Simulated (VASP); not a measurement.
# CsB3N3 (P-62m) in VASP: further runs, part 2 of 2

VASP 6.6.1. The steps go on from the part before.

### Step 3. Single point, PBE

This run uses another cell than the first one, of 22.72 Å³/atom, 1.527 times its volume.

File INCAR:

```
PREC     = Accurate       # precision mode
ENCUT    = 520            # plane-wave cutoff, eV
EDIFF    = 1E-6           # SCF threshold, eV
ISMEAR   = 0              # smearing method
SIGMA    = 0.2            # smearing width, eV
LREAL    = F              # projectors in reciprocal space
LASPH    = T              # aspherical terms in the spheres
NELM     = 80             # most SCF steps
ALGO     = Normal         # electronic algorithm
ISIF     = 2              # what is computed and relaxed
LWAVE    = F              # write WAVECAR
LCHARG   = T              # write CHGCAR
GGA      = PE             # functional
LELF     = T              # ELF
LVHAR    = T            
NBANDS   = 26             # bands
```

File KPOINTS:

```
regular mesh
0
Gamma
  6 6 2
```

File POSCAR:

```
CsB3N3
1.0
    4.3687682113      0.0000000000      0.0000000000
   -2.1843841056      3.7834642543      0.0000000000
    0.0000000000      0.0000000000      9.6235860555
Cs B N
1 3 3
Direct
    0.0000000000      0.0000000000      0.5000000000
    0.3333333333      0.6666666667      0.0000000000
    0.6666666667      0.3333333333      0.0000000000
    0.0000000000      0.0000000000      0.0000000000
    0.3332814006      0.0000000000      0.0000000000
    1.0000000000      0.3332814006      0.0000000000
    0.6667185994      0.6667185994      0.0000000000
```

Potentials or basis: VASP PAW PBE potentials, release 64 (Cs_sv, B, N).

Run with:

```bash
$ cat potpaw_PBE.64/Cs_sv/POTCAR potpaw_PBE.64/B/POTCAR potpaw_PBE.64/N/POTCAR > POTCAR
$ mpirun -np 1 vasp_std > vasp.out
```

OUTCAR:

```text
PREC = Accurate
   ENCUT = 520
   EDIFF = 1E-6
   ISMEAR = 0
   LREAL = F
   LASPH = T
   NELM = 80
   ISIF = 2
   GGA = PE

 ion  position               nearest neighbor table
   1  0.000  0.000  0.500-
   2  0.333  0.667  0.000-   5 1.46   6 1.46   7 1.46
   3  0.667  0.333  0.000-   6 1.46   5 1.46   7 1.46
   4  0.000  0.000  0.000-   5 1.46   6 1.46   7 1.46
   5  0.333  0.000  0.000-   4 1.46   2 1.46   3 1.46
   6  0.000  0.333  0.000-   4 1.46   3 1.46   2 1.46
   7  0.667  0.667  0.000-   4 1.46   2 1.46   3 1.46

  LATTYP: Found a hexagonal cell.
 ALAT       =     4.3687682113
 C/A-ratio  =     2.2028145212

  Lattice vectors:

 A1 = (   4.3687682113,   0.0000000000,   0.0000000000)
 A2 = (  -2.1843841056,   3.7834642543,   0.0000000000)
 A3 = (   0.0000000000,   0.0000000000,   9.6235860555)

Analysis of symmetry for initial positions (statically):
=====================================================================
 Subroutine PRICEL returns:
[... 173 lines left out ...]
 cond. band min:       2.7646968777   @ k =   0.5000  -0.0000   0.0000
 fundamental gap:      0.0766264717
 Fermi energy:         2.7315437273

 k-point     1 :       0.0000    0.0000    0.0000
  band No.  band energies     occupation
      1     -21.4079      2.00000
      2     -18.6308      2.00000
      3     -15.0461      2.00000
      4     -15.0461      2.00000
      5      -8.8772      2.00000
      6      -8.8772      2.00000
[... 395 lines left out ...]
     25       6.4707      0.00000
     26       7.8645      0.00000

------------------------ aborting loop because EDIFF is reached ----------------------------------------

  FORCE on cell =-STRESS in cart. coord.  units (eV):
  Direction    XX          YY          ZZ          XY          YZ          ZX
  --------------------------------------------------------------------------------------
  -------------------------------------------------------------------------------------
  Total        0.1179762      0.1179762     -0.0081834      0.0000000      0.0000000      0.0000000
  in kB        1.1882817      1.1882817     -0.0824249      0.0000000      0.0000000      0.0000000
  external PRESSURE =       0.7647128 kB  Pullay stress =       0.0000000 kB

 VOLUME and BASIS-vectors are now :
 -----------------------------------------------------------------------------
  energy-cutoff  :      520.00
  volume of cell :      159.07
      direct lattice vectors                 reciprocal lattice vectors
     4.368768211  0.000000000  0.000000000     0.228897472  0.132154017  0.000000000
    -2.184384106  3.783464254  0.000000000     0.000000000  0.264308034  0.000000000
     0.000000000  0.000000000  9.623586056     0.000000000  0.000000000  0.103911369

 POSITION                                       TOTAL-FORCE (eV/Angst)
 -----------------------------------------------------------------------------------
      0.00000      0.00000      4.81179         0.000000      0.000000     -0.000000
     -0.00000      2.52231      0.00000         0.000000      0.000000     -0.000000
      2.18438      1.26115      0.00000         0.000000      0.000000     -0.000000
      0.00000      0.00000      0.00000         0.000000      0.000000     -0.000000
      1.45603      0.00000      0.00000        -0.001585      0.000000      0.000000
     -0.72801      1.26096      0.00000         0.000793     -0.001373     -0.000000
      1.45637      2.52251      0.00000         0.000793      0.001373      0.000000
 -----------------------------------------------------------------------------------
    total drift:                               -0.000008     -0.000013      0.000002

  FREE ENERGIE OF THE ION-ELECTRON SYSTEM (eV)
  ---------------------------------------------------
  free  energy   TOTEN  =       -53.2242814577 eV

  energy  without entropy=      -53.1935186241  energy(sigma->0) =      -53.20890004
```

OSZICAR:

```text
N       E                     dE             d eps       ncg     rms          rms(c)
DAV:   1     0.207681232879E+03    0.20768E+03   -0.14038E+04   728   0.106E+03
DAV:   2    -0.370978855361E+02   -0.24478E+03   -0.23105E+03  1074   0.229E+02
DAV:   3    -0.593485839233E+02   -0.22251E+02   -0.22105E+02   936   0.772E+01
DAV:   4    -0.597622567608E+02   -0.41367E+00   -0.41324E+00   960   0.120E+01
DAV:   5    -0.597701323238E+02   -0.78756E-02   -0.78734E-02   982   0.154E+00    0.134E+01
DAV:   6    -0.535562355351E+02    0.62139E+01   -0.18944E+01   916   0.166E+01    0.618E+00
DAV:   7    -0.533263282478E+02    0.22991E+00   -0.16427E+00   904   0.487E+00    0.394E+00
DAV:   8    -0.532316036886E+02    0.94725E-01   -0.37638E-01   908   0.281E+00    0.768E-01
DAV:   9    -0.532238871930E+02    0.77165E-02   -0.30659E-02   938   0.921E-01    0.309E-01
DAV:  10    -0.532235593071E+02    0.32789E-03   -0.11750E-02   862   0.451E-01    0.119E-01
DAV:  11    -0.532242281391E+02   -0.66883E-03   -0.10549E-03   792   0.177E-01    0.262E-02
DAV:  12    -0.532242741581E+02   -0.46019E-04   -0.95257E-05   872   0.482E-02    0.109E-02
DAV:  13    -0.532242874935E+02   -0.13335E-04   -0.40920E-05   876   0.248E-02    0.503E-03
DAV:  14    -0.532242819671E+02    0.55264E-05   -0.90028E-06   864   0.715E-03    0.304E-03
DAV:  15    -0.532242814577E+02    0.50937E-06   -0.41461E-06   846   0.857E-03
   1 F= -.53224281E+02 E0= -.53208900E+02  d E =-.307628E-01
```

stdout:

```text
POSCAR found type information on POSCAR CsB N
 POSCAR found :  3 types and       7 ions
 scaLAPACK will be used
 LDA part: xc-table for (Slater+PW92), standard interpolation
 POSCAR, INCAR and KPOINTS ok, starting setup
 FFT: planning ... GRIDC
 FFT: planning ... GRID_SOFT
 FFT: planning ... GRID
 WAVECAR not read
 entering main loop
```

Run time: 28 s. Hardware: 1 thread of Intel Xeon 6975P-C (Granite Rapids), shared host; peak memory 0.27 GiB.

Results:

```
Free energy : -53.2243 eV
Pressure    : 0.1 GPa
```

Caveat: spin-orbit coupling is left out, which moves the levels of the heavy elements.

### Step 4. Single point, PBE

This run uses another cell than the first one, of 16.57 Å³/atom, 1.113 times its volume.

File INCAR:

```
SYSTEM = CsB3N3
  PREC = Accurate
  ENCUT = 520
  EDIFF = 1E-7
  ISMEAR = 0
  SIGMA = 0.1
  LREAL = .FALSE.
  LASPH = .TRUE.
  NELM = 80
  ALGO = Normal
  ISIF = 2
  LWAVE = .FALSE.
  LCHARG = .FALSE.
  GGA = PE
  NBANDS = 26
```

File KPOINTS:

```
regular mesh
0
G
  6 6 4
  0 0 0
```

File POSCAR:

```
CsB3N3
1.0
    4.3792326200      0.0000000000      0.0000000000
   -2.1896163100      3.7925266980      0.0000000000
    0.0000000000      0.0000000000      6.9830402959
Cs B N
1 3 3
Direct
    0.0000000000      0.0000000000      0.5000000000
    0.3333333333      0.6666666667      0.0000000000
    0.6666666667      0.3333333333      0.0000000000
    0.0000000000      0.0000000000      0.0000000000
    0.3324906916      0.0000000000      0.0000000000
    0.0000000000      0.3324906916      0.0000000000
    0.6675093084      0.6675093084      0.0000000000
```

Run with:

```bash
$ cat potpaw_PBE.64/Cs_sv/POTCAR potpaw_PBE.64/B/POTCAR potpaw_PBE.64/N/POTCAR > POTCAR
$ mpirun -np 1 vasp_std > vasp.out
```

Wall time 37 s (1 thread of Intel Xeon 6975P-C (Granite Rapids), shared host); peak memory 0.27 GiB.

The run converged. Its results:

```yaml
Free_energy: -53.1125 eV
Pressure: 0.1 GPa
```

Stress tensor (GPa, compression positive):
```
0.02 0.00 0.00
0.00 0.02 0.00
0.00 0.00 0.35
```

Levels at points of the mesh, in eV from the Fermi level:
```tsv
k point	band 15	band 16	band 17	band 18	band 19	band 20
(0.00, 0.00, 0.00)	-4.34	-4.34	-1.55	0.14	0.29	1.46
(0.50, 0.00, 0.00)	-7.28	-5.22	0.01	0.22	1.46	2.12
(0.00, 0.00, 0.50)	-4.33	-4.33	-1.15	0.18	0.26	1.34
(0.50, 0.00, 0.50)	-7.39	-5.22	-0.30	0.62	0.84	2.58
```

Caveat: spin-orbit coupling is left out, which moves the levels of the heavy elements.

### Step 5. Single point, PBE

This run uses another cell than the first one, of 22.72 Å³/atom, 1.527 times its volume.

File INCAR:

```
PREC = Accurate
ENCUT = 520
EDIFF = 1E-7
ISMEAR = 0
SIGMA = 0.1
LREAL = False
LASPH = True
NELM = 80
ALGO = Normal
ISIF = 2
LWAVE = False
LCHARG = False
GGA = PE
NBANDS = 26
```

File KPOINTS:

```
Automatic mesh
0
Gamma
  12 12 4
```

File POSCAR:

```
CsB3N3
1.0
    4.3687682113      0.0000000000      0.0000000000
   -2.1843841056      3.7834642543      0.0000000000
    0.0000000000      0.0000000000      9.6235860555
Cs B N
1 3 3
Direct
    0.0000000000      0.0000000000      0.5000000000
    0.3333333333      0.6666666667      0.0000000000
    0.6666666667      0.3333333333      0.0000000000
    0.0000000000      0.0000000000      0.0000000000
    0.3332814006      0.0000000000      0.0000000000
    0.0000000000      0.3332814006      0.0000000000
    0.6667185994      0.6667185994      0.0000000000
```

Run with:

```bash
$ cat potpaw_PBE.64/Cs_sv/POTCAR potpaw_PBE.64/B/POTCAR potpaw_PBE.64/N/POTCAR > POTCAR
$ mpirun -np 1 vasp_std > vasp.out
```

Wall time 4.8 min (1 thread of Oxide Virtual Turin-like, shared host); peak memory 0.36 GiB.

It converged, with:

- Free energy: -53.2134 eV
- Pressure: 0.0 GPa

Stress tensor (GPa, compression positive):
```
 0.07  0.00  0.00
 0.00  0.07  0.00
 0.00  0.00 -0.02
```

Levels at points of the mesh, in eV from the Fermi level:
```
           k point  band 14  band 15  band 16  band 17  band 18  band 19  band 20  band 21
(0.00, 0.00, 0.00)    -5.27    -3.92    -3.92    -1.70     0.56     0.68     0.71     1.10
(0.50, 0.00, 0.00)    -7.05    -7.05    -4.80    -0.04     0.65     0.80     1.77     1.95
(0.00, 0.00, 0.50)    -5.27    -3.92    -3.92    -1.51     0.11     0.66     0.71     1.30
(0.50, 0.00, 0.50)    -7.06    -7.05    -4.80    -0.01     0.48     0.81     2.07     2.34
```

Caveat: spin-orbit coupling is left out, which moves the levels of the heavy elements.

### Step 6. Single point, PBE

This run uses another cell than the first one, of 22.72 Å³/atom, 1.527 times its volume.

File INCAR:

```
SYSTEM = CsB3N3
PREC = Accurate
ENCUT = 520
EDIFF = 1E-6
ISMEAR = 0
SIGMA = 0.1
LREAL = .FALSE.
LASPH = .TRUE.
NELM = 80
ALGO = Normal
ISIF = 2
LWAVE = .FALSE.
LCHARG = .FALSE.
GGA = PE
NBANDS = 26
```

File KPOINTS:

```
regular mesh
0
G
  12 12 4
  0 0 0
```

POSCAR is that of step 5.

Potentials or basis: VASP PAW PBE potentials, release 64 (Cs_sv, B, N).

Run with:

```bash
$ cat potpaw_PBE.64/Cs_sv/POTCAR potpaw_PBE.64/B/POTCAR potpaw_PBE.64/N/POTCAR > POTCAR
$ mpirun -np 1 vasp_std > vasp.out
```

OUTCAR:

```text
SYSTEM = CsB3N3
   PREC = Accurate
   ENCUT = 520
   EDIFF = 1E-6
   ISMEAR = 0
   LREAL = .FALSE.
   LASPH = .TRUE.
   NELM = 80
   ISIF = 2
   GGA = PE

 ion  position               nearest neighbor table
   1  0.000  0.000  0.500-
   2  0.333  0.667  0.000-   5 1.46   6 1.46   7 1.46
   3  0.667  0.333  0.000-   6 1.46   5 1.46   7 1.46
   4  0.000  0.000  0.000-   5 1.46   6 1.46   7 1.46
   5  0.333  0.000  0.000-   4 1.46   2 1.46   3 1.46
   6  0.000  0.333  0.000-   4 1.46   3 1.46   2 1.46
   7  0.667  0.667  0.000-   4 1.46   2 1.46   3 1.46

  LATTYP: Found a hexagonal cell.
 ALAT       =     4.3687682113
 C/A-ratio  =     2.2028145212

  Lattice vectors:

 A1 = (   4.3687682113,   0.0000000000,   0.0000000000)
 A2 = (  -2.1843841056,   3.7834642543,   0.0000000000)
 A3 = (   0.0000000000,   0.0000000000,   9.6235860555)

Analysis of symmetry for initial positions (statically):
[... 181 lines left out ...]
  energy without entropy =      -53.20446912  energy(sigma->0) =      -53.20894958

 E-fermi :   2.8130     XC(G=0):  -7.0724

 val. band max:        2.8055324854   @ k =   0.5000  -0.0000   0.5000
 cond. band min:       2.8464667505   @ k =   0.3333   0.0833   0.2500
 fundamental gap:      0.0409342651
 Fermi energy:         2.8129538548

 k-point     1 :       0.0000    0.0000    0.0000
  band No.  band energies     occupation
      1     -21.3997      2.00000
      2     -18.6360      2.00000
      3     -15.0515      2.00000
      4     -15.0515      2.00000
      5      -8.8824      2.00000
      6      -8.8824      2.00000
[... 685 lines left out ...]
     25       7.3903      0.00000
     26       7.5444      0.00000

 [... further k-points ...]

------------------------ aborting loop because EDIFF is reached ----------------------------------------

  FORCE on cell =-STRESS in cart. coord.  units (eV):
  Direction    XX          YY          ZZ          XY          YZ          ZX
  --------------------------------------------------------------------------------------
  -------------------------------------------------------------------------------------
  Total        0.0731328      0.0731328     -0.0276713      0.0000000     -0.0000000      0.0000000
  in kB        0.7366097      0.7366097     -0.2787114      0.0000000     -0.0000000      0.0000000
  external PRESSURE =       0.3981693 kB  Pullay stress =       0.0000000 kB

 VOLUME and BASIS-vectors are now :
 -----------------------------------------------------------------------------
  energy-cutoff  :      520.00
  volume of cell :      159.07
      direct lattice vectors                 reciprocal lattice vectors
     4.368768211  0.000000000  0.000000000     0.228897472  0.132154017  0.000000000
    -2.184384106  3.783464254  0.000000000     0.000000000  0.264308034  0.000000000
     0.000000000  0.000000000  9.623586056     0.000000000  0.000000000  0.103911369

 POSITION                                       TOTAL-FORCE (eV/Angst)
 -----------------------------------------------------------------------------------
      0.00000      0.00000      4.81179        -0.000000     -0.000000      0.000000
     -0.00000      2.52231      0.00000        -0.000000      0.000000      0.000000
      2.18438      1.26115      0.00000        -0.000000      0.000000      0.000000
      0.00000      0.00000      0.00000        -0.000000     -0.000000      0.000000
      1.45603      0.00000      0.00000        -0.000842     -0.000000     -0.000000
     -0.72801      1.26096      0.00000         0.000421     -0.000729      0.000000
      1.45637      2.52251      0.00000         0.000421      0.000729     -0.000000
 -----------------------------------------------------------------------------------
    total drift:                               -0.000008     -0.000013      0.000002

  FREE ENERGIE OF THE ION-ELECTRON SYSTEM (eV)
  ---------------------------------------------------
  free  energy   TOTEN  =       -53.2134300373 eV

  energy  without entropy=      -53.2044691244  energy(sigma->0) =      -53.20894958
```

Run time: 2.7 min. Hardware: 1 thread of Oxide Virtual Turin-like, shared host; peak memory 0.36 GiB.

What came out:

```
Free energy : -53.2134 eV
Pressure    : 0.0 GPa
```

Stress tensor (GPa, compression positive):
```
 0.07  0.00  0.00
 0.00  0.07  0.00
 0.00  0.00 -0.03
```

Levels at points of the mesh, in eV from the Fermi level:
```
           k point  band 13  band 14  band 15  band 16  band 17  band 18  band 19  band 20  band 21  band 22
(0.00, 0.00, 0.00)    -5.27    -5.27    -3.91    -3.91    -1.70     0.56     0.68     0.71     1.10     2.65
(0.50, 0.00, 0.00)    -7.81    -7.05    -7.05    -4.80    -0.04     0.65     0.80     1.77     1.95     3.20
(0.00, 0.00, 0.50)    -5.27    -5.27    -3.91    -3.91    -1.51     0.11     0.66     0.71     1.30     2.65
(0.50, 0.00, 0.50)    -7.81    -7.06    -7.04    -4.80    -0.01     0.48     0.81     2.07     2.34     2.69
```

Caveat: spin-orbit coupling is left out, which moves the levels of the heavy elements.

### Step 7. The runs side by side

```tsv
cell	k mesh	smearing	gap on the mesh (eV)	pressure (GPa)
a = 4.425, b = 4.425, c = 6.144 Å, angles 90.0, 90.0, 120.0°, 7 atoms	6 × 6 × 4	gaussian 0.1 eV	none	28.7
a = 4.369, b = 4.369, c = 9.624 Å, angles 90.0, 90.0, 120.0°, 7 atoms	6 × 6 × 2	gaussian 0.2 eV	none	0.1
a = 4.379, b = 4.379, c = 6.983 Å, angles 90.0, 90.0, 120.0°, 7 atoms	6 × 6 × 4	gaussian 0.1 eV	none	0.1
a = 4.369, b = 4.369, c = 9.624 Å, angles 90.0, 90.0, 120.0°, 7 atoms	12 × 12 × 4	gaussian 0.1 eV	none	0.0
```

Alike in all rows: task single point; level PBE; potentials or basis VASP PAW PBE potentials, release 64 (Cs_sv, B, N); no spin polarisation; cutoff (eV) 520.

Caveats: spin-orbit coupling is left out, which moves the levels of the heavy elements; forces of over 1 eV/Å act on the atoms, so gaps and moduli don't describe the material at rest (some runs).

Absolute energies hang on the potentials; compare differences alone.
